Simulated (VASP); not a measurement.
**ZnSe: dielectric tensor with r2SCAN**

ZnSe:

```xyz
2
Lattice="0.0000 2.8891 2.8891 2.8891 0.0000 2.8891 2.8891 2.8891 0.0000" Properties=species:S:1:pos:R:3 pbc="T T T"
Zn    0.0000    0.0000    0.0000
Se    1.4445    1.4445    1.4445
```

This cell differs from its parent crystal: strain +2.0%.

* Program: VASP 6.6.1
* Task: dielectric tensor
* Functional: r2SCAN
* Potentials or basis: VASP PAW PBE potentials, release 64 (Zn, Se)
* Cutoff: 520 eV
* k mesh: 6 × 6 × 6
* Occupations: gaussian, width 0.01 eV
* Spin: no spin polarisation
* Dipole correction: no
* Further INCAR settings: ALGO = Normal; EDIFF = 1e-08

```yaml
Band_gap_on_the_k_mesh: 1.62 eV
Electronic_dielectric_tensor_diagonal: 6.33
Born_charges_mean_of_the_diagonal: Zn +2.14; Se -2.14 e
```

Levels at points of the mesh, in eV from the valence-band top:
```csv
k point,band 6,band 7,band 8,band 9,band 10,band 11,band 12,band 13
"(0.00, 0.00, 0.00)",-6.16,0.00,0.00,0.00,1.62,6.33,6.33,6.33
"(0.50, 0.00, 0.00)",-6.02,-4.93,-0.80,-0.80,2.94,6.87,6.87,8.88
"(0.50, 0.50, 0.00)",-6.00,-4.54,-2.03,-2.03,3.46,3.86,11.06,11.65
```

Electronic dielectric tensor:
```
6.33 0.00 0.00
0.00 6.33 0.00
0.00 0.00 6.33
```

Born effective charge tensors (e):
atom 1, Zn
```
2.14 0.00 0.00
0.00 2.14 0.00
0.00 0.00 2.14
```
atom 2, Se
```
-2.14  0.00  0.00
 0.00 -2.14  0.00
 0.00  0.00 -2.14
```

Dipole moments of the cell (e·Å, modulo the quantum): ionic 8.667, 8.667, 8.667; electronic 0.014, 0.014, 0.028

Run time: 19 min on 1 thread of Intel(R) Xeon(R) 6975P-C (Granite Rapids), on a shared host, peak memory 0.33 GiB.

Caveat: the cell differs from its parent crystal (strain +2.0%).
